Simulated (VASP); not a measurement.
Input of a VASP 6.6.1 run:

Contents of INCAR:

```
ALGO = Normal ; DIPOL = 0.5 0.5 0.465
EDIFF = 1E-6 ; ENCUT = 520
GGA = PS ; IDIPOL = 3
ISIF = 2 ; ISMEAR = 0
LASPH = T ; LCHARG = F
LDIPOL = T ; LREAL = F
LWAVE = F ; NBANDS = 44
NELM = 100 ; PREC = Accurate
SIGMA = 0.1
```

File KPOINTS:

```
k-points
0
Gamma
  6 6 1
```

POSCAR

```
La4Mg8N
1.0
    6.1390698644      0.0000000000      0.0000000000
   -3.0695349322      5.3165904582      0.0000000000
    0.0000000000      0.0000000000     27.1453605259
Mg La N
8 4 1
Direct
    0.8333333333      0.1666666667      0.3131290148
    0.8333333333      0.6666666667      0.3131290148
    0.3333333333      0.1666666666      0.3131290148
    0.6666666667      0.3333333334      0.4054565702
    0.4992379591      0.5007620409      0.4987278677
    0.4992379591     -0.0015240818      0.4987278677
    0.0015240818      0.5007620409      0.4987278677
    0.3333333333      0.6666666667      0.5945432824
    0.3333333333      0.6666666667      0.3823746814
    0.0000000000      0.0000000000      0.4285384591
    0.0000000000      0.0000000000      0.5675278382
    0.6666666667      0.3333333334      0.6051744959
    0.6666666667      0.8333333334      0.6250198191
```

Potentials or basis: VASP PAW PBE potentials, release 64 (Mg, La, N).

Launch:

```console
$ cat potpaw_PBE.64/Mg/POTCAR potpaw_PBE.64/La/POTCAR potpaw_PBE.64/N/POTCAR > POTCAR
$ mpirun -np 1 vasp_std > vasp.out
```

**Question.** Predict the largest force.

**Answer.** 2.427 eV/Å.

**Question.** Predict the band gap on the k mesh.

**Answer.** Zero (an odd number of electrons rules out a gap without spin polarisation).

Forces on the atoms (eV/Å):
```
Mg  -0.061  0.013  0.049
Mg  -0.019 -0.060  0.049
Mg   0.065  0.038  0.066
Mg  -0.033 -0.019 -0.017
Mg   0.098  0.019 -0.229
Mg   0.065  0.075 -0.229
Mg   0.000  0.000 -0.070
Mg  -0.225 -0.130  0.019
La   0.023  0.013  0.162
La  -0.073 -0.042 -0.220
La  -1.398 -0.807  1.188
La  -0.012 -0.007  0.845
N    1.571  0.907 -1.613
```

Caveat: the PAW data sets were made with another functional, which shifts forces and pressure a little; spin-orbit coupling is left out, which moves the levels of the heavy elements.
